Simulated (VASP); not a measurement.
A run of VASP 6.6.1 is set up as follows.

File INCAR:

```
SYSTEM = TiSi2
ALGO     = Normal         ! electronic algorithm
EDIFF    = 1E-6           ! SCF threshold, eV
ENCUT    = 520            ! plane-wave cutoff, eV
GGA      = PE             ! functional
ISIF     = 2              ! what is computed and relaxed
ISMEAR   = 0              ! smearing method
LASPH    = .TRUE.         ! aspherical terms in the spheres
LCHARG   = .FALSE.        ! write CHGCAR
LREAL    = .FALSE.        ! projectors in reciprocal space
LWAVE    = .FALSE.        ! write WAVECAR
NBANDS   = 29             ! bands
NELM     = 100            ! most SCF steps
PREC     = Accurate       ! precision mode
SIGMA    = 0.15           ! smearing width, eV
```

File KPOINTS:

```
k-points
0
G
  12 12 12
  0 0 0
```

POSCAR

```
TiSi2
1.0
    1.7384379886     -7.0581802318      0.0000000000
    1.7384379886      7.0581802318      0.0000000000
    0.0000000000      0.0000000000      3.5079534042
Ti Si
2 4
Direct
    0.8968075259      0.1031924741      0.7500000000
    0.1031924741      0.8968075259      0.2500000000
    0.5591373592      0.4408626408      0.7500000000
    0.4408626408      0.5591373592      0.2500000000
    0.2498287182      0.7501712818      0.7500000000
    0.7501712818      0.2498287182      0.2500000000
```

Potentials or basis: VASP PAW PBE potentials, release 64 (Ti_sv, Si).

Run with:

```console
$ cat potpaw_PBE.64/Ti_sv/POTCAR potpaw_PBE.64/Si/POTCAR > POTCAR
$ mpirun -np 1 vasp_std > vasp.out
```

Problem. Predict the largest force.

Solution. 0.439 eV/Å.

Problem. What does it give for the band gap on the k mesh?

Solution. Zero (bands 20 and 21 overlap by 0.95 eV).

Problem. Predict the pressure.

Solution. 1.7 GPa.

Forces on the atoms (eV/Å):
```
Ti   0.000  0.439  0.000
Ti   0.000 -0.439  0.000
Si   0.000  0.315  0.000
Si   0.000 -0.315  0.000
Si   0.000 -0.007  0.000
Si   0.000  0.007  0.000
```

Caveat: the stress differs along the axes, from -7 to 6 GPa.
